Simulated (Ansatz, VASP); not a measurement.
One calculation of YI, two programs

```xyz
4
Lattice="3.7028 0.0000 0.0000 -1.8514 3.2067 0.0000 0.0000 0.0000 10.3703" Properties=species:S:1:pos:R:3 pbc="T T T"
Y     1.8514    1.0689    6.4993
Y     0.0000    2.1378    3.8709
I     0.0000    2.1378    8.5034
I     1.8514    1.0689    1.8669
```

Change from the starting cell: volume scaled by 0.82, PAW files.

Alike in both runs: task single point; functional LDA; k mesh 7 × 7 × 3; occupations fermi-dirac, width 0.05 eV; collinear spin.

```csv
,VASP,Ansatz
version,VASP 6.6.1,Ansatz 0.2.0
potentials or method,"VASP PAW LDA potentials, release 64 (Y_sv, I)","PAW with Ansatz's default frozen-core files, scalar-relativistic"
plane-wave cutoff (eV),520,420
valence electrons in the cell,36,56
```

```csv
,VASP,Ansatz,Ansatz less VASP
pressure (GPa),5.7,5.7,-0.01
"traceless stress, the component that is largest in VASP (GPa)",1.17,1.17,-0.002
rms of the force components (eV/Å),0.450,0.446,-0.0042
net moment per atom (μB),0.00,0.00,0.000
```

LDA's correlation is that of Perdew and Zunger in VASP and of Perdew and Wang (1992) in Ansatz. Atom by atom the forces differ by 0.005 eV/Å (rms over components). VASP's potentials hold 36 valence electrons a cell and Ansatz's 56, so a difference there can come from the potentials and not from the codes. Ansatz's warnings: seeded moment not kept.

Spin-orbit coupling is off throughout.
